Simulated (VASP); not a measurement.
Crystal: GaSb.

```
Ga Sb
1.0
     5.72992    0.00000    0.00000
     0.00000    3.93597    0.00000
     0.00000    0.00000    5.75180
Ga Sb
2 2
Direct
  0.75000 0.00000 0.74229
  0.25000 0.00000 0.25771
  0.75000 0.50000 0.24543
  0.25000 0.50000 0.75457
```

The cell was generated, and may not be a known phase.

```yaml
Program: VASP 6.6.1
Task: relaxation of cell and atoms
Functional: PBE
Potentials_or_basis: VASP PAW PBE potentials, release 64 (Ga_d, Sb)
Cutoff: 500 eV
k_mesh: 4 × 5 × 4
Occupations: gaussian, width 0.2 eV
Spin: no spin polarisation
```

At the start: pressure -7.6 GPa; volume 32.43 Å³/atom.

Q: How do energy, volume and symmetry change on relaxing?

A: Over 6 steps the energy falls by 298.3 meV/atom and the volume is 23.40 Å³/atom (-27.8 %); space group Pmma (No. 51, to 0.1 Å) before and after.

Step by step:
```csv
step,energy change (eV),largest force (eV/Å),pressure (GPa),volume (Å³)
1,0.0000,0.0095,-7.62,129.72
2,-1.0589,0.0115,-3.75,102.85
3,-1.1700,0.0237,-0.27,94.74
4,-1.1706,0.0248,0.08,94.09
5,-1.1852,0.0213,0.16,93.90
6,-1.1932,0.0166,0.25,93.61
```

Final structure:
```yaml
crystal:
  lattice:
    - [5.24273, 0.00000, 0.00000]
    - [0.00000, 3.41170, 0.00000]
    - [0.00000, 0.00000, 5.23339]
  atoms:
    - { symbol: Ga, position: [0.75000, 0.00000, 0.74276] }
    - { symbol: Ga, position: [0.25000, 0.00000, 0.25724] }
    - { symbol: Sb, position: [0.75000, 0.50000, 0.24559] }
    - { symbol: Sb, position: [0.25000, 0.50000, 0.75441] }
```

Caveat: the volume moved by over 15 % at a fixed basis, so the end points are rough.
